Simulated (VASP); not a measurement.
# GeCN2 (R-3m) in VASP: single point with LDA

Aim: the single point of GeCN2 with LDA.

Program: VASP 6.6.1. These are calculated values, not measurements. Logs are shortened: lines on timing, memory, paths and dates and some standing lists are left out, and cuts for length are marked.

## 1. The cell of the first run

The structure is trigonal, space group R-3m (No. 166). Conventional cell: a = 3.641 Å, b = 3.641 Å, c = 14.544 Å, α = 90.00°, β = 90.00°, γ = 120.00°. Within 3.3 Å of Ge (site symmetry -3m) lie 6 N at 2.53 Å and 6 C at 3.21 Å. C (site symmetry -3m) has 2 N at 1.01 Å within 1.4 Å. N (site symmetry 3m) has 1 C at 1.01 Å within 1.4 Å.

## 2. Single point, LDA (functional LDA, strained)

INCAR reads:

```
ALGO     = Normal         # electronic algorithm
EDIFF    = 1E-6           # SCF threshold, eV
ENCUT    = 520            # plane-wave cutoff, eV
GGA      = CA             # functional
ISIF     = 2              # what is computed and relaxed
ISMEAR   = 0              # smearing method
LASPH    = True           # aspherical terms in the spheres
LCHARG   = False          # write CHGCAR
LREAL    = False          # projectors in reciprocal space
LWAVE    = False          # write WAVECAR
NBANDS   = 22             # bands
NELM     = 100            # most SCF steps
PREC     = Accurate       # precision mode
SIGMA    = 0.02           # smearing width, eV
```

KPOINTS reads:

```
k-points
0
Gamma
  9 9 9
```

POSCAR reads:

```
GeCN2
1.0
    1.8206972252      1.0511800331      4.8481278542
   -1.8206972252      1.0511800331      4.8481278542
    0.0000000000     -2.1023600663      4.8481278542
Ge C N
1 1 2
Direct
    0.0000000000      0.0000000000      0.0000000000
    0.5000000000      0.5000000000      0.5000000000
    0.4304619740      0.4304619740      0.4304619740
    0.5695380260      0.5695380260      0.5695380260
```

Potentials or basis: VASP PAW LDA potentials, release 64 (Ge_d, C, N).

Started as:

```sh
$ cat potpaw_LDA.64/Ge_d/POTCAR potpaw_LDA.64/C/POTCAR potpaw_LDA.64/N/POTCAR > POTCAR
$ mpirun -np 1 vasp_std > vasp.out
```

OUTCAR:

```text
EDIFF = 1E-6
   ENCUT = 520
   GGA = CA
   ISIF = 2
   ISMEAR = 0
   LASPH = True
   LREAL = False
   NELM = 100
   PREC = Accurate

 ion  position               nearest neighbor table
   1  0.000  0.000  0.000-
   2  0.500  0.500  0.500-   3 1.01   4 1.01
   3  0.430  0.430  0.430-   2 1.01
   4  0.570  0.570  0.570-   2 1.01

  LATTYP: Found a trigonal (rhomboedric) cell.
 ALAT       =     5.2843411641
 COS(alpha) =     0.7625764691

  Lattice vectors:

 A1 = (   1.8206972252,   1.0511800331,   4.8481278542)
 A2 = (  -1.8206972252,   1.0511800331,   4.8481278542)
 A3 = (   0.0000000000,  -2.1023600663,   4.8481278542)

Analysis of symmetry for initial positions (statically):
=====================================================================
 Subroutine PRICEL returns:
 Original cell was already a primitive cell.

 Routine SETGRP: Setting up the symmetry group for a
 trigonal (rhombohedral) supercell.

 Subroutine GETGRP returns: Found 12 space group operations
 (whereof 12 operations were pure point group operations)
 out of a pool of 12 trial point group operations.

The static configuration has the point symmetry D_3d.

Analysis of symmetry for dynamics (positions and initial velocities):
=====================================================================
 Subroutine PRICEL returns:
 Original cell was already a primitive cell.

 Routine SETGRP: Setting up the symmetry group for a
 trigonal (rhombohedral) supercell.

 Subroutine GETGRP returns: Found 12 space group operations
 (whereof 12 operations were pure point group operations)
 out of a pool of 12 trial point group operations.

The dynamic configuration has the point symmetry D_3d.

 Subroutine INISYM returns: Found 12 space group operations
 (whereof 12 operations are pure point group operations),
 and found     1 'primitive' translations

----------------------------------------------------------------------------------------

                                     Primitive cell

  volume of cell :      55.6724

  direct lattice vectors                    reciprocal lattice vectors
     1.820697225  1.051180033  4.848127854     0.274620070  0.158551972  0.068755062
    -1.820697225  1.051180033  4.848127854    -0.274620070  0.158551972  0.068755062
     0.000000000 -2.102360066  4.848127854     0.000000000 -0.317103943  0.068755062

  length of vectors
     5.284341164  5.284341164  5.284341164     0.324472139  0.324472139  0.324472139

  position of ions in fractional coordinates (direct lattice)
     0.000000000  0.000000000  0.000000000
     0.500000000  0.500000000  0.500000000
     0.430461974  0.430461974  0.430461974
     0.569538026  0.569538026  0.569538026

  ion indices of the primitive-cell ions
   primitive index   ion index
                 1           1
                 2           2
                 3           3
                 4           4

----------------------------------------------------------------------------------------

 KPOINTS: k-points

Automatic generation of k-mesh.
 Grid dimensions read from file:
 generate k-points for:    9    9    9

 Generating k-lattice:

  Cartesian coordinates                     Fractional coordinates (reciprocal lattice)
     0.030513341  0.017616886  0.007639451     0.111111111 -0.000000000  0.000000000
    -0.030513341  0.017616886  0.007639451    -0.000000000  0.111111111  0.000000000
     0.000000000 -0.035233771  0.007639451     0.000000000  0.000000000  0.111111111

  Length of vectors
     0.036052460  0.036052460  0.036052460

  Shift w.r.t. Gamma in fractional coordinates (k-lattice)
     0.000000000  0.000000000  0.000000000

 Subroutine IBZKPT returns following result:
 ===========================================

 Found     85 irreducible k-points:

 Following reciprocal coordinates:
            Coordinates               Weight
  0.000000  0.000000  0.000000      1.000000
  0.111111  0.000000  0.000000      6.000000
  0.222222 -0.000000  0.000000      6.000000
  0.333333  0.000000  0.000000      6.000000
  0.444444 -0.000000  0.000000      6.000000
  0.111111  0.111111  0.000000      6.000000
[... 16 lines left out ...]
 -0.333333  0.333333  0.000000      6.000000
  0.444444  0.444444  0.000000      6.000000
 [... further k-points ...]
   k-points           NKPTS =     85   k-points in BZ     NKDIM =     85   number of bands    NBANDS=     22
   number of dos      NEDOS =    301   number of ions     NIONS =      4
   total plane-waves  NPLWV =  64000
   dimension x,y,z NGX =    40 NGY =   40 NGZ =   40
   dimension x,y,z NGXF=    80 NGYF=   80 NGZF=   80
   ions per type =               1   1   2
   NGX,Y,Z   is equivalent  to a cutoff of  12.58, 12.58, 12.58 a.u.
   NGXF,Y,Z  is equivalent  to a cutoff of  25.17, 25.17, 25.17 a.u.
 SYSTEM =  unknown system
   PREC   = accura    normal or accurate (medium, high low for compatibility)
   ISTART =      0    job   : 0-new  1-cont  2-samecut
   ICHARG =      2    charge: 1-file 2-atom 10-const
   ISPIN  =      1    spin polarized calculation?
   LNONCOLLINEAR =      F non collinear calculations
   LSORBIT =      F    spin-orbit coupling
   LASPH  =      T    aspherical Exc in radial PAW
   ENCUT  =  520.0 eV  38.22 Ry    6.18 a.u.   9.83  9.83  9.83*2*pi/ulx,y,z
   NELM   =    100;   NELMIN=  2; NELMDL= -5     # of ELM steps
   EDIFF  = 0.1E-05   stopping-criterion for ELM
   LREAL  =      F    real-space projection
   EDIFFG = 0.1E-04   stopping-criterion for IOM
   NSW    =      0    number of steps for IOM
   IBRION =     -1    ionic relax: 0-MD 1-quasi-New 2-CG
   NFREE  =      0    steps in history (QN), initial steepest desc. (CG)
   ISIF   =      2    stress and relaxation
   ISYM   =      2    0-nonsym 1-usesym 2-fastsym
   POTIM  = 0.5000    time-step for ionic-motion
   TEBEG  =    0.0;   TEEND  =   0.0 temperature during run
   PSTRESS=    0.0 pullay stress
   NELECT =      28.0000    total number of electrons
   NUPDOWN=      -1.0000    fix difference up-down
   EMIN   =  10.00;   EMAX   =-10.00  energy-range for DOS
   EFERMI =   0.00;   METHOD = LEGACY
   ISMEAR =     0;   SIGMA  =   0.02  broadening in eV -4-tet -1-fermi 0-gaus
   EFERMI_NEDOS =   21; number of points for ismear=-14 and -15
   IALGO  =     38    algorithm
   IMIX   =      4    mixing-type and parameters
     AMIX     =   0.40;   BMIX     =  1.00
     AMIX_MAG =   1.60;   BMIX_MAG =  1.00
  volume/ion in A,a.u.               =      13.92        93.92
  Fermi-wavevector in a.u.,A,eV,Ry     =   1.301909  2.460252 23.061444  1.694968
  Thomas-Fermi vector in A             =   2.433012
   LORBIT       =      0    0 simple, 1 ext, 2 COOP (PROOUT), +10 PAW based schemes
   GGA     = CA    functional components
   LHFCALC =     F    Hartree Fock is set to
   AEXX    =    0.0000 exact exchange contribution
   IVDW    =     0    specifies the selected vdW correction
   LEPSILON=     F    determine dielectric tensor
   LRPA    =     F    only Hartree local field effects (RPA)
 non-spin polarized calculation
 Gauss-broadening in eV      SIGMA  =   0.02
  energy-cutoff  :      520.00
  volume of cell :       55.67
 maximum number of plane-waves:      1513
   NGX = 19   NGY = 19   NGZ = 19

 number of electron      28.0000004 magnetization

 Free energy of the ion-electron system (eV)
  ---------------------------------------------------
  ext. energy  EPLUGINS =         0.00000000
  ---------------------------------------------------
  free energy    TOTEN  =       -25.22748442 eV

  energy without entropy =      -25.22748442  energy(sigma->0) =      -25.22748442

 E-fermi :   2.6597     XC(G=0):  -9.9116

 val. band max:        2.5506926610   @ k =  -0.4444  -0.4444   0.2222
 cond. band min:       4.1577621483   @ k =   0.4444   0.4444   0.4444
 fundamental gap:      1.6070694874
 Fermi energy:         2.6596612010

 k-point     1 :       0.0000    0.0000    0.0000
  band No.  band energies     occupation
      1     -22.1872      2.00000
      2     -22.1872      2.00000
      3     -22.1863      2.00000
      4     -22.1741      2.00000
      5     -22.1741      2.00000
      6     -17.6288      2.00000
[... 14 lines left out ...]
     21      13.6684      0.00000
     22      13.6685      0.00000

 k-point     2 :       0.1111    0.0000    0.0000
  band No.  band energies     occupation
      1     -22.1876      2.00000
      2     -22.1858      2.00000
      3     -22.1853      2.00000
      4     -22.1753      2.00000
      5     -22.1742      2.00000
      6     -17.6064      2.00000
[... 14 lines left out ...]
     21      13.4560      0.00000
     22      13.5819      0.00000

 k-point     3 :       0.2222   -0.0000    0.0000
  band No.  band energies     occupation
      1     -22.1888      2.00000
      2     -22.1825      2.00000
      3     -22.1823      2.00000
      4     -22.1781      2.00000
      5     -22.1745      2.00000
      6     -17.5493      2.00000
[... 14 lines left out ...]
     21      13.0771      0.00000
     22      14.3998      0.00000

 k-point     4 :       0.3333    0.0000    0.0000
  band No.  band energies     occupation
      1     -22.1903      2.00000
      2     -22.1815      2.00000
      3     -22.1792      2.00000
      4     -22.1790      2.00000
      5     -22.1740      2.00000
      6     -17.4831      2.00000
[... 14 lines left out ...]
     21      12.6558      0.00000
     22      15.4268      0.00000

 k-point     5 :       0.4444   -0.0000    0.0000
  band No.  band energies     occupation
      1     -22.1914      2.00000
      2     -22.1835      2.00000
      3     -22.1780      2.00000
      4     -22.1772      2.00000
      5     -22.1726      2.00000
      6     -17.4390      2.00000
[... 14 lines left out ...]
     21      12.3894      0.00000
     22      15.1218      0.00000

 k-point     6 :       0.1111    0.1111    0.0000
  band No.  band energies     occupation
      1     -22.1876      2.00000
      2     -22.1858      2.00000
      3     -22.1853      2.00000
      4     -22.1753      2.00000
      5     -22.1742      2.00000
      6     -17.6042      2.00000
[... 14 lines left out ...]
     21      13.4666      0.00000
     22      13.8904      0.00000

 k-point     7 :       0.2222    0.1111    0.0000
  band No.  band energies     occupation
      1     -22.1876      2.00000
      2     -22.1853      2.00000
      3     -22.1822      2.00000
      4     -22.1773      2.00000
      5     -22.1745      2.00000
      6     -17.5627      2.00000
[... 324 lines left out ...]
      6     -17.4677      2.00000
[... 14 lines left out ...]
     21      14.1396      0.00000
     22      15.6710      0.00000

 k-point    21 :       0.4444    0.3333    0.0000
  band No.  band energies     occupation
      1     -22.1895      2.00000
      2     -22.1832      2.00000
      3     -22.1795      2.00000
      4     -22.1777      2.00000
      5     -22.1738      2.00000
      6     -17.4327      2.00000
[... 14 lines left out ...]
     21      14.1130      0.00000
     22      15.2199      0.00000

 k-point    22 :      -0.4444    0.3333    0.0000
  band No.  band energies     occupation
      1     -22.1857      2.00000
      2     -22.1829      2.00000
      3     -22.1801      2.00000
      4     -22.1782      2.00000
      5     -22.1757      2.00000
      6     -17.4061      2.00000
[... 14 lines left out ...]
     21      14.2752      0.00000
     22      15.0342      0.00000

 k-point    23 :      -0.3333    0.3333    0.0000
  band No.  band energies     occupation
      1     -22.1818      2.00000
      2     -22.1817      2.00000
      3     -22.1805      2.00000
      4     -22.1799      2.00000
      5     -22.1783      2.00000
      6     -17.4001      2.00000
[... 14 lines left out ...]
     21      13.4393      0.00000
     22      15.1309      0.00000

 k-point    24 :       0.4444    0.4444    0.0000
  band No.  band energies     occupation
      1     -22.1916      2.00000
      2     -22.1843      2.00000
      3     -22.1779      2.00000
      4     -22.1772      2.00000
      5     -22.1725      2.00000
      6     -17.4186      2.00000
[... 14 lines left out ...]
     21      14.5050      0.00000
     22      15.1600      0.00000

 [... further k-points ...]

------------------------ aborting loop because EDIFF is reached ----------------------------------------

  FORCE on cell =-STRESS in cart. coord.  units (eV):
  Direction    XX          YY          ZZ          XY          YZ          ZX
  --------------------------------------------------------------------------------------
  -------------------------------------------------------------------------------------
  Total       -3.3634390     -3.3634390     73.7785470     -0.0000000     -0.0000000      0.0000000
  in kB      -96.7952375    -96.7952375   2123.2470632     -0.0000000     -0.0000000      0.0000000
  external PRESSURE =     643.2188628 kB  Pullay stress =       0.0000000 kB

 VOLUME and BASIS-vectors are now :
 -----------------------------------------------------------------------------
  energy-cutoff  :      520.00
  volume of cell :       55.67
      direct lattice vectors                 reciprocal lattice vectors
     1.820697225  1.051180033  4.848127854     0.274620070  0.158551972  0.068755062
    -1.820697225  1.051180033  4.848127854    -0.274620070  0.158551972  0.068755062
     0.000000000 -2.102360066  4.848127854     0.000000000 -0.317103943  0.068755062

 POSITION                                       TOTAL-FORCE (eV/Angst)
 -----------------------------------------------------------------------------------
      0.00000      0.00000      0.00000         0.000000     -0.000000      0.000000
      0.00000     -0.00000      7.27219         0.000000     -0.000000      0.000000
      0.00000     -0.00000      6.26080         0.000000      0.000000    -39.192808
      0.00000     -0.00000      8.28358         0.000000     -0.000000     39.192808
 -----------------------------------------------------------------------------------
    total drift:                               -0.000000     -0.000000     -0.000000

  FREE ENERGIE OF THE ION-ELECTRON SYSTEM (eV)
  ---------------------------------------------------
  free  energy   TOTEN  =       -25.2274844231 eV

  energy  without entropy=      -25.2274844231  energy(sigma->0) =      -25.22748442
```

Wall time 71 s (1 thread of Intel Xeon 6975P-C (Granite Rapids), shared host); peak memory 0.26 GiB.

Results:

```
Free energy            : -25.2275 eV
Pressure               : 64.3 GPa
Largest force          : 39.193 eV/Å
Band gap on the k mesh : 1.61 eV, indirect (least direct gap 2.03 eV)
```

Forces in eV/Å, atoms in the order of the input:
```
Ge    0.000   0.000   0.000
C     0.000   0.000   0.000
N     0.000   0.000 -39.193
N     0.000   0.000  39.193
```

Levels at points of the mesh, in eV from the valence-band top:
| k point | band 10 | band 11 | band 12 | band 13 | band 14 | band 15 | band 16 | band 17 | band 18 | band 19 |
| --- | --- | --- | --- | --- | --- | --- | --- | --- | --- | --- |
| (0.00, 0.00, 0.00) | -6.73 | -5.16 | -1.32 | -0.99 | -0.99 | 3.16 | 3.91 | 3.91 | 4.79 | 10.70 |

Caveat: the cell differs from its parent crystal (functional LDA, strained); forces of over 1 eV/Å act on the atoms, so gaps and moduli don't describe the material at rest. A k mesh can miss the band edges.
